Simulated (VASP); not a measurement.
**NaCl: single point with PBEsol**

NaCl:

```
Cl Na
1.0
     3.44715    0.00000    0.00000
     0.00000    3.44715    0.00000
     0.00000    0.00000    3.44715
Cl Na
1 1
Direct
  0.50000 0.50000 0.50000
  0.00000 0.00000 0.00000
```

| Item | Value |
| --- | --- |
| Program | VASP 6.6.1 |
| Task | single point |
| Functional | PBEsol |
| Potentials or basis | VASP PAW PBE potentials, release 64 (Cl, Na_pv) |
| Cutoff | 520 eV |
| k mesh | 8 × 8 × 8 |
| Occupations | fermi-dirac, width 0.05 eV |
| Spin | no spin polarisation |

The pressure is 0.0 GPa and the band gap on the k mesh is 3.99 eV (least direct gap 4.53 eV).

Levels at points of the mesh, in eV from the valence-band top:
| k point | band 3 | band 4 | band 5 | band 6 | band 7 | band 8 | band 9 | band 10 | band 11 | band 12 |
| --- | --- | --- | --- | --- | --- | --- | --- | --- | --- | --- |
| (0.00, 0.00, 0.00) | -21.84 | -13.54 | -0.54 | -0.54 | -0.54 | 3.99 | 8.35 | 8.35 | 16.03 | 16.04 |
| (0.50, 0.00, 0.00) | -21.84 | -13.13 | -3.22 | -0.29 | -0.29 | 6.89 | 8.81 | 10.36 | 11.88 | 11.88 |
| (0.50, 0.50, 0.00) | -21.83 | -12.83 | -2.48 | -2.48 | 0.00 | 5.41 | 9.83 | 11.18 | 11.18 | 12.60 |
| (0.50, 0.50, 0.50) | -21.87 | -12.51 | -2.03 | -2.03 | -2.03 | 6.96 | 6.96 | 6.96 | 12.03 | 16.18 |

Run time: 8 s on 1 thread of Intel(R) Xeon(R) 6975P-C (Granite Rapids) (shared host), peak memory 0.15 GiB.

Caveat: the PAW data sets were made with another functional, which shifts forces and pressure a little. A k mesh can miss the band edges.
